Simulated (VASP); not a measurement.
Crystal: I.

```xyz
1
Lattice="0.0000 2.5713 2.5713 2.5713 0.0000 2.5713 2.5713 2.5713 0.0000" Properties=species:S:1:pos:R:3 pbc="T T T"
I     0.0000    0.0000    0.0000
```

```yaml
Program: VASP 6.6.1
Task: relaxation of cell and atoms
Functional: PBEsol
Potentials_or_basis: VASP PAW PBE potentials, release 64 (I)
Cutoff: 600 eV
k_mesh: 14 × 14 × 14
Occupations: fermi-dirac, width 0.05 eV
Spin: no spin polarisation
```

At the start: pressure -1.9 GPa; volume 34.00 Å³/atom.

Question: Where does the relaxation end?

Answer: Over 3 steps the energy falls by 13.9 meV/atom and the volume is 31.81 Å³/atom (-6.4 %); space group Fm-3m (No. 225, to 0.05 Å).

Step by step:
```
step  energy change (eV)  largest force (eV/Å)  pressure (GPa)  volume (Å³)
   1              0.0000                0.0000           -1.89        34.00
   2             -0.0137                0.0000           -0.27        32.06
   3             -0.0139                0.0000           -0.01        31.81
```

Final structure:
```
I
1.0
     0.00000    2.51489    2.51489
     2.51489    0.00000    2.51489
     2.51489    2.51489    0.00000
I
1
Direct
  0.00000 0.00000 0.00000
```

Caveat: the PAW data sets were made with another functional, which shifts forces and pressure a little; an odd number of electrons without spin polarisation forces a metal; a magnetic or distorted state may lie lower.
